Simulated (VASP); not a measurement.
# La (P6_3/mmc) in VASP: a series of runs, part 3 of 3

VASP 6.6.1. The steps go on from the part before.

### 5 Single point, PBEsol+U

POSCAR

```
La
1.0
    3.7500000000      0.0000000000      0.0000000000
   -1.8750000000      3.2475952642      0.0000000000
    0.0000000000      0.0000000000      6.0700000000
La
2
Direct
    0.6666666667      0.3333333333      0.7500000000
    0.3333333333      0.6666666667      0.2500000000
```

INCAR.step1

```
ALGO = Normal
EDIFF = 1E-6
ENCUT = 520
GGA = PS
ISIF = 2
ISMEAR = -1
LASPH = T
LCHARG = T
LDAU = T
LDAUJ = 0
LDAUL = 3
LDAUPRINT = 1
LDAUTYPE = 2
LDAUU = 5
LMAXMIX = 6
LREAL = F
LWAVE = F
NBANDS = 18
NELM = 150
PREC = Accurate
SIGMA = 0.05
```

KPOINTS.step1

```
k-points
0
Gamma
  8 8 5
```

INCAR.step2

```
ALGO = Normal
EDIFF = 1E-6
ENCUT = 520
GGA = PS
ICHARG = 11
ISIF = 2
ISMEAR = -5
LASPH = T
LCHARG = F
LDAU = T
LDAUJ = 0
LDAUL = 3
LDAUPRINT = 1
LDAUTYPE = 2
LDAUU = 5
LMAXMIX = 6
LORBIT = 11
LREAL = F
LWAVE = F
NEDOS = 1001
NELM = 150
PREC = Accurate
SIGMA = 0.05
```

KPOINTS.step2

```
k-points
0
Gamma
  12 12 8
```

Potentials or basis: VASP PAW PBE potentials, release 64 (La).

Run with:

```console
$ cat potpaw_PBE.64/La/POTCAR > POTCAR
$ cp INCAR.step1 INCAR
$ cp KPOINTS.step1 KPOINTS
$ mpirun -np 1 vasp_std > vasp.out
$ cp INCAR.step2 INCAR
$ cp KPOINTS.step2 KPOINTS
$ mpirun -np 1 vasp_std > vasp.out
```

OUTCAR:

```text
EDIFF = 1E-6
   ENCUT = 520
   GGA = PS
   ICHARG = 11
   ISIF = 2
   ISMEAR = -5
   LASPH = T
   LORBIT = 11
   LREAL = F
   NELM = 150
   PREC = Accurate

 ion  position               nearest neighbor table
   1  0.667  0.333  0.750-
   2  0.333  0.667  0.250-

  LATTYP: Found a hexagonal cell.
 ALAT       =     3.7500000000
 C/A-ratio  =     1.6186666667

  Lattice vectors:

 A1 = (   3.7500000000,   0.0000000000,   0.0000000000)
 A2 = (  -1.8750000000,   3.2475952642,   0.0000000000)
 A3 = (   0.0000000000,   0.0000000000,   6.0700000000)

Analysis of symmetry for initial positions (statically):
=====================================================================
 Subroutine PRICEL returns:
 Original cell was already a primitive cell.

 Routine SETGRP: Setting up the symmetry group for a
 hexagonal supercell.

 Subroutine GETGRP returns: Found 24 space group operations
 (whereof 12 operations were pure point group operations)
 out of a pool of 24 trial point group operations.

The static configuration has the point symmetry D_3d.
 The point group associated with its full space group is D_6h.

Analysis of symmetry for dynamics (positions and initial velocities):
=====================================================================
 Subroutine PRICEL returns:
 Original cell was already a primitive cell.

 Routine SETGRP: Setting up the symmetry group for a
 hexagonal supercell.

 Subroutine GETGRP returns: Found 24 space group operations
 (whereof 12 operations were pure point group operations)
 out of a pool of 24 trial point group operations.

The dynamic configuration has the point symmetry D_3d.
 The point group associated with its full space group is D_6h.

 Subroutine INISYM returns: Found 24 space group operations
 (whereof 12 operations are pure point group operations),
 and found     1 'primitive' translations

----------------------------------------------------------------------------------------

                                     Primitive cell

  volume of cell :      73.9234

  direct lattice vectors                    reciprocal lattice vectors
     3.750000000  0.000000000  0.000000000     0.266666667  0.153960072  0.000000000
    -1.875000000  3.247595264  0.000000000     0.000000000  0.307920144  0.000000000
     0.000000000  0.000000000  6.070000000     0.000000000  0.000000000  0.164744646

  length of vectors
     3.750000000  3.750000000  6.070000000     0.307920144  0.307920144  0.164744646
[... 194 lines left out ...]
  o =  0.0011  v =  0.0000 -0.0000 -0.0000  0.0000  1.0000  0.0000  0.0000  0.0000  0.0000  0.0000  0.0000  0.0000  0.0000  0.0000      0.0000  0.0000  0.0000  0.0000  0.0000  0.0000  0.0000  0.0000  0.0000  0.0000  0.0000  0.0000  0.0000  0.0000
  o =  0.0011  v =  0.0000  0.0000  0.0000  0.0000  0.0000  0.0000  0.0000  0.0000 -0.0000 -0.0000  0.0000  1.0000  0.0000  0.0000      0.0000  0.0000  0.0000  0.0000  0.0000  0.0000  0.0000  0.0000  0.0000  0.0000  0.0000  0.0000  0.0000  0.0000
  o =  0.0011  v =  0.0000  0.0000  0.0000  0.0000  0.0000  0.0000  0.0000 -0.0000 -0.0000  1.0000 -0.0000  0.0000 -0.0000  0.0000      0.0000  0.0000  0.0000  0.0000  0.0000  0.0000  0.0000  0.0000  0.0000  0.0000  0.0000  0.0000  0.0000  0.0000
  o =  0.0011  v = -0.0000 -0.0000  1.0000 -0.0000  0.0000 -0.0000  0.0000  0.0000  0.0000  0.0000  0.0000  0.0000  0.0000  0.0000      0.0000  0.0000  0.0000  0.0000  0.0000  0.0000  0.0000  0.0000  0.0000  0.0000  0.0000  0.0000  0.0000  0.0000
  o =  0.0025  v =  0.0000 -0.9990 -0.0000 -0.0000 -0.0000  0.0447  0.0000  0.0000  0.0000  0.0000  0.0000  0.0000  0.0000  0.0000      0.0000  0.0000  0.0000  0.0000  0.0000  0.0000  0.0000  0.0000  0.0000  0.0000  0.0000  0.0000  0.0000  0.0000
  o =  0.0025  v =  0.0000  0.0000  0.0000  0.0000  0.0000  0.0000  0.0000  0.0000 -0.9990 -0.0000 -0.0000 -0.0000  0.0447  0.0000      0.0000  0.0000  0.0000  0.0000  0.0000  0.0000  0.0000  0.0000  0.0000  0.0000  0.0000  0.0000  0.0000  0.0000
  o =  0.0025  v =  0.0000  0.0447  0.0000 -0.0000 -0.0000  0.9990  0.0000  0.0000  0.0000  0.0000  0.0000  0.0000  0.0000  0.0000      0.0000  0.0000  0.0000  0.0000  0.0000  0.0000  0.0000  0.0000  0.0000  0.0000  0.0000  0.0000  0.0000  0.0000
  o =  0.0025  v =  0.0000  0.0000  0.0000  0.0000  0.0000  0.0000  0.0000  0.0000  0.0447  0.0000 -0.0000 -0.0000  0.9990  0.0000      0.0000  0.0000  0.0000  0.0000  0.0000  0.0000  0.0000  0.0000  0.0000  0.0000  0.0000  0.0000  0.0000  0.0000
  o =  0.0029  v =  0.0000  0.0000  0.0000  0.0000  0.0000  0.0000  0.0000 -1.0000 -0.0000 -0.0000  0.0000  0.0000  0.0000  0.0000      0.0000  0.0000  0.0000  0.0000  0.0000  0.0000  0.0000  0.0000  0.0000  0.0000  0.0000  0.0000  0.0000  0.0000
  o =  0.0029  v = -1.0000 -0.0000 -0.0000  0.0000  0.0000  0.0000  0.0000  0.0000  0.0000  0.0000  0.0000  0.0000  0.0000  0.0000      0.0000  0.0000  0.0000  0.0000  0.0000  0.0000  0.0000  0.0000  0.0000  0.0000  0.0000  0.0000  0.0000  0.0000
  o =  0.0030  v =  0.0000 -0.0000  0.0000  1.0000 -0.0000  0.0000  0.0000  0.0000  0.0000  0.0000  0.0000  0.0000  0.0000  0.0000      0.0000  0.0000  0.0000  0.0000  0.0000  0.0000  0.0000  0.0000  0.0000  0.0000  0.0000  0.0000  0.0000  0.0000
  o =  0.0030  v =  0.0000  0.0000  0.0000  0.0000  0.0000  0.0000  0.0000  0.0000 -0.0000  0.0000  1.0000 -0.0000  0.0000  0.0000      0.0000  0.0000  0.0000  0.0000  0.0000  0.0000  0.0000  0.0000  0.0000  0.0000  0.0000  0.0000  0.0000  0.0000

 number of electron      21.9999996 magnetization

 Free energy of the ion-electron system (eV)
  ---------------------------------------------------
  ext. energy  EPLUGINS =         0.00000000
  ---------------------------------------------------
  free energy    TOTEN  =       -10.35611414 eV

  energy without entropy =      -10.35611414  energy(sigma->0) =      -10.35611414

 E-fermi :   7.8393     XC(G=0):  -9.7117

 val. band max:        7.9206881566   @ k =   0.1667   0.1667   0.5000
 cond. band min:       7.7130782916   @ k =   0.1667   0.1667   0.2500
 fundamental gap:     -0.2076098649
 Fermi energy:         7.8393351333

 k-point     1 :       0.0000    0.0000    0.0000
  band No.  band energies     occupation
      1     -25.1972      2.00000
      2     -24.9928      2.00000
      3      -9.4987      2.00000
      4      -8.2851      2.00000
      5      -8.2851      2.00000
      6      -8.0976      2.00000
      7      -8.0976      2.00000
      8      -8.0711      2.00000
      9       4.5145      2.00000
     10       5.9699      2.00000
     11       9.1703      0.00000
     12       9.1705      0.00000
     13       9.1760      0.00000
     14       9.7971      0.00000
[... 401 lines left out ...]
      2     -24.9455      2.00000
      3      -9.2066      2.00000
      4      -8.9934      2.00000
      5      -8.8974      2.00000
      6      -8.5172      2.00000
      7      -8.2735      2.00000
      8      -8.2353      2.00000
      9       6.1906      2.00000
     10       6.5948      2.00000
     11       7.3751      2.00483
     12       8.2323     -0.01400
     13       9.1965      0.00000
     14       9.3079      0.00000
     15       9.7075      0.00000

 [... further k-points ...]

------------------------ aborting loop because EDIFF is reached ----------------------------------------

  FORCE on cell =-STRESS in cart. coord.  units (eV):
  Direction    XX          YY          ZZ          XY          YZ          ZX
  --------------------------------------------------------------------------------------
  -------------------------------------------------------------------------------------
  Total       -0.2324956     -0.2324956     -0.1199122      0.0000000      0.0000000      0.0000000
  in kB       -5.0389891     -5.0389891     -2.5989162      0.0000000      0.0000000      0.0000000
  external PRESSURE =      -4.2256315 kB  Pullay stress =       0.0000000 kB

 VOLUME and BASIS-vectors are now :
 -----------------------------------------------------------------------------
  energy-cutoff  :      520.00
  volume of cell :       73.92
      direct lattice vectors                 reciprocal lattice vectors
     3.750000000  0.000000000  0.000000000     0.266666667  0.153960072  0.000000000
    -1.875000000  3.247595264  0.000000000     0.000000000  0.307920144  0.000000000
     0.000000000  0.000000000  6.070000000     0.000000000  0.000000000  0.164744646

 POSITION                                       TOTAL-FORCE (eV/Angst)
 -----------------------------------------------------------------------------------
      1.87500      1.08253      4.55250         0.000000     -0.000000      0.000000
     -0.00000      2.16506      1.51750        -0.000000      0.000000      0.000000
 -----------------------------------------------------------------------------------
    total drift:                                0.000000     -0.000000      0.000000

  FREE ENERGIE OF THE ION-ELECTRON SYSTEM (eV)
  ---------------------------------------------------
  free  energy   TOTEN  =       -10.3561141370 eV

  energy  without entropy=      -10.3561141370  energy(sigma->0) =      -10.35611414

 total charge

# of ion       s       p       d       f       tot
--------------------------------------------------
    1        2.103   5.544   0.909   0.027   8.584
    2        2.103   5.544   0.909   0.027   8.584
--------------------------------------------------
tot          4.206  11.089   1.819   0.054  17.168
```

Wall time 1.7 min (1 thread of Intel Xeon Platinum 8488C (Sapphire Rapids), shared host); peak memory 0.26 GiB.

Results:

```yaml
Valence_electrons_inside_the_program's_atomic_spheres: La 8.58
```

Eigenvalues of the final occupation matrices:
| site | spin | trace | eigenvalues |
| --- | --- | --- | --- |
| site 1 f | 1 | 0.01 | 0.00 0.00 0.00 0.00 0.00 0.00 0.00 |
| site 1 f | 2 | 0.01 | 0.00 0.00 0.00 0.00 0.00 0.00 0.00 |
| site 2 f | 1 | 0.01 | 0.00 0.00 0.00 0.00 0.00 0.00 0.00 |
| site 2 f | 2 | 0.01 | 0.00 0.00 0.00 0.00 0.00 0.00 0.00 |

Caveat: the PAW data sets were made with another functional, which shifts forces and pressure a little; spin-orbit coupling is left out, which moves the levels of the heavy elements; U without spin polarisation on a metal has little footing; the U is typed as a test and isn't derived for this compound; tetrahedron occupations give inexact forces and stress in metals.

### 6 Band structure, r2SCAN, non-collinear spin, zero start, spin-orbit coupling

INCAR

```
SYSTEM = La
  METAGGA = R2SCAN
  LSORBIT = .TRUE.
  MAGMOM = 0 0 0 0 0 0
  LORBIT = 11
  ISMEAR = 1
  SIGMA = 0.1
  LWAVE = .FALSE.
  LCHARG = .FALSE.
  NBANDS = 52
  PREC = Accurate
  LASPH = .TRUE.
  LREAL = .FALSE.
  ALGO = Normal
  EDIFF = 1E-6
  NELM = 200
  GGA_COMPAT = .FALSE.
  ENCUT = 250
  LMAXMIX = 6
  LMIXTAU = .TRUE.
  KPAR = 8
```

KPOINTS

```
Automatic mesh
0
Gamma
  9 9 5
  0 0 0
```

KPOINTS_OPT

```
path GMKGALHA,LM,KH
12
line-mode
reciprocal
 0.0000000000  0.0000000000  0.0000000000  G
 0.5000000000  0.0000000000  0.0000000000  M

 0.5000000000  0.0000000000  0.0000000000  M
 0.3333333333  0.3333333333  0.0000000000  K

 0.3333333333  0.3333333333  0.0000000000  K
 0.0000000000  0.0000000000  0.0000000000  G

 0.0000000000  0.0000000000  0.0000000000  G
 0.0000000000  0.0000000000  0.5000000000  A

 0.0000000000  0.0000000000  0.5000000000  A
 0.5000000000  0.0000000000  0.5000000000  L

 0.5000000000  0.0000000000  0.5000000000  L
 0.3333333333  0.3333333333  0.5000000000  H

 0.3333333333  0.3333333333  0.5000000000  H
 0.0000000000  0.0000000000  0.5000000000  A

 0.5000000000  0.0000000000  0.5000000000  L
 0.5000000000  0.0000000000  0.0000000000  M

 0.3333333333  0.3333333333  0.0000000000  K
 0.3333333333  0.3333333333  0.5000000000  H
```

POSCAR is that of step 5.

Potentials or basis: VASP PAW PBE potentials, release 64 (La).

Run with:

```console
$ cat potpaw_PBE.64/La/POTCAR > POTCAR
$ mpirun -np 8 vasp_ncl > vasp.out
```

It took 6.9 min on 8 MPI ranks of Intel Xeon Platinum 8259CL at 2.50GHz (Skylake/Cascade Lake), shared host; peak memory 0.33 GiB.

It converged, with:

```
Free energy                                           : -59.9138 eV
Net moment                                            : 0.00 μB per cell
Valence electrons inside the program's atomic spheres : La 8.58
```

Moments on the atoms (μB; x, y, z):
```
La  0.00 0.00 0.00
La  0.00 0.00 0.00
```

Caveat: the cutoff is under 1.25 times the usual one of these potentials, so pressure, stress and relaxed cells hold a basis-set (Pulay) error; the PAW data sets were made with another functional, which shifts forces and pressure a little.

### 7 Band structure, r2SCAN, non-collinear spin, zero start, spin-orbit coupling

INCAR

```
SYSTEM = La
  METAGGA = R2SCAN
  LSORBIT = .TRUE.
  MAGMOM = 0 0 0 0 0 0
  LORBIT = 11
  ISMEAR = 1
  SIGMA = 0.05
  LWAVE = .FALSE.
  LCHARG = .FALSE.
  NBANDS = 72
  PREC = Accurate
  LASPH = .TRUE.
  LREAL = .FALSE.
  ALGO = Normal
  EDIFF = 1E-7
  NELM = 200
  GGA_COMPAT = .FALSE.
  ENCUT = 500
  LMAXMIX = 6
  LMIXTAU = .TRUE.
  KPAR = 8
```

KPOINTS

```
Automatic mesh
0
Gamma
  13 13 7
  0 0 0
```

KPOINTS_OPT is that of step 6.

POSCAR is that of step 6.

Potentials or basis: VASP PAW PBE potentials, release 64 (La).

Run with:

```console
$ cat potpaw_PBE.64/La/POTCAR > POTCAR
$ mpirun -np 8 vasp_ncl > vasp.out
```

OUTCAR:

```text
SYSTEM = La
   METAGGA = R2SCAN
   LSORBIT = .TRUE.
   LORBIT = 11
   ISMEAR = 1
   PREC = Accurate
   LASPH = .TRUE.
   LREAL = .FALSE.
   EDIFF = 1E-7
   NELM = 200
   ENCUT = 500

 ion  position               nearest neighbor table
   1  0.667  0.333  0.750-
   2  0.333  0.667  0.250-

  LATTYP: Found a hexagonal cell.
 ALAT       =     3.7500000000
 C/A-ratio  =     1.6186666667

  Lattice vectors:

[... 1169 lines left out ...]
    -0.0002123    -0.0002318    -0.0006048     0.0000000    -0.0002123
    -0.0007545    -0.0002123     0.0000000    -0.0002123     0.0000000
 l=   3
     0.0000000    -0.0000186     0.0000000     0.0000000     0.0000000    -0.0000186    -0.0000595
    -0.0000186     0.0000000    -0.0000158     0.0000000    -0.0000158    -0.0000403    -0.0000072
     0.0000000    -0.0000158     0.0000000    -0.0000417    -0.0000027    -0.0000158     0.0000000
     0.0000000     0.0000000    -0.0000417     0.0000000    -0.0000417     0.0000000     0.0000000
     0.0000000    -0.0000158    -0.0000027    -0.0000417     0.0000000    -0.0000158     0.0000000
    -0.0000186    -0.0000403    -0.0000158     0.0000000    -0.0000158     0.0000000    -0.0000072
    -0.0000595    -0.0000072     0.0000000     0.0000000     0.0000000    -0.0000072     0.0000000

 total charge

# of ion       s       p       d       f       tot
--------------------------------------------------
    1        2.046   5.574   0.884   0.075   8.578
    2        2.046   5.574   0.884   0.075   8.578
--------------------------------------------------
tot          4.091  11.148   1.768   0.149  17.156

 magnetization (x)

# of ion       s       p       d       f       tot
--------------------------------------------------
    1       -0.000   0.000   0.000   0.000  -0.000
    2       -0.000   0.000  -0.000   0.000  -0.000
--------------------------------------------------
tot         -0.000   0.000  -0.000   0.000  -0.000

 magnetization (y)

# of ion       s       p       d       f       tot
--------------------------------------------------
    1        0.000   0.000   0.000  -0.000   0.000
    2        0.000  -0.000   0.000  -0.000   0.000
--------------------------------------------------
tot          0.000  -0.000   0.000  -0.000   0.000

 magnetization (z)

# of ion       s       p       d       f       tot
--------------------------------------------------
    1        0.000   0.000   0.000   0.000   0.000
    2        0.000   0.000   0.000   0.000   0.000
--------------------------------------------------
tot          0.000   0.000   0.000   0.000   0.000
```

It took 36 min on 8 MPI ranks of Intel Xeon Platinum 8259CL at 2.50GHz (Skylake/Cascade Lake), shared host; peak memory 1.2 GiB.

Results:

```
Free energy                                           : -59.9889 eV
Pressure                                              : 0.6 GPa
Net moment                                            : 0.00 μB per cell
Valence electrons inside the program's atomic spheres : La 8.58
```

Stress tensor (GPa, compression positive):
```
0.80 0.00 0.00
0.00 0.80 0.00
0.00 0.00 0.11
```

Moments on the atoms (μB; x, y, z):
```
La  0.00 0.00 0.00
La  0.00 0.00 0.00
```

Caveat: the PAW data sets were made with another functional, which shifts forces and pressure a little.

### 8 Overview

| task | level | spin | U | k mesh | cutoff (eV) | smearing | dipole correction | k mesh for the DOS | occupations for the DOS | tolerance level | purpose | moment (μB) |
| --- | --- | --- | --- | --- | --- | --- | --- | --- | --- | --- | --- | --- |
| single point | PBEsol+U | off | La f U = 2.0 eV | 8 × 8 × 5 | 520 | fermi-dirac 0.05 eV | no | 12 × 12 × 8 | tetrahedron | - | - | - |
| single point | PBEsol+U | off | La f U = 3.0 eV | 8 × 8 × 5 | 520 | fermi-dirac 0.05 eV | no | 12 × 12 × 8 | tetrahedron | - | - | - |
| single point | PBEsol+U | off | La f U = 4.0 eV | 8 × 8 × 5 | 520 | fermi-dirac 0.05 eV | no | 12 × 12 × 8 | tetrahedron | - | - | - |
| single point | PBEsol+U | off | La f U = 5.0 eV | 8 × 8 × 5 | 520 | fermi-dirac 0.05 eV | no | 12 × 12 × 8 | tetrahedron | - | - | - |
| band structure | r2SCAN | non-collinear, zero start, SOC | - | 9 × 9 × 5 | 250 | methfessel-paxton 0.1 eV | - | - | - | screening | bands | 0.00 |
| band structure | r2SCAN | non-collinear, zero start, SOC | - | 13 × 13 × 7 | 500 | methfessel-paxton 0.05 eV | - | - | - | screening | bands | 0.00 |

Alike in all rows: potentials or basis VASP PAW PBE potentials, release 64 (La); cell as given.

Caveats: the PAW data sets were made with another functional, which shifts forces and pressure a little; spin-orbit coupling is left out, which moves the levels of the heavy elements (at least some runs); U without spin polarisation on a metal has little footing (at least some runs); the U is typed as a test and isn't derived for this compound (at least some runs); tetrahedron occupations give inexact forces and stress in metals (at least some runs); the cutoff is under 1.25 times the usual one of these potentials, so pressure, stress and relaxed cells hold a basis-set (Pulay) error (at least some runs).

Absolute energies hang on the potentials; compare differences alone.
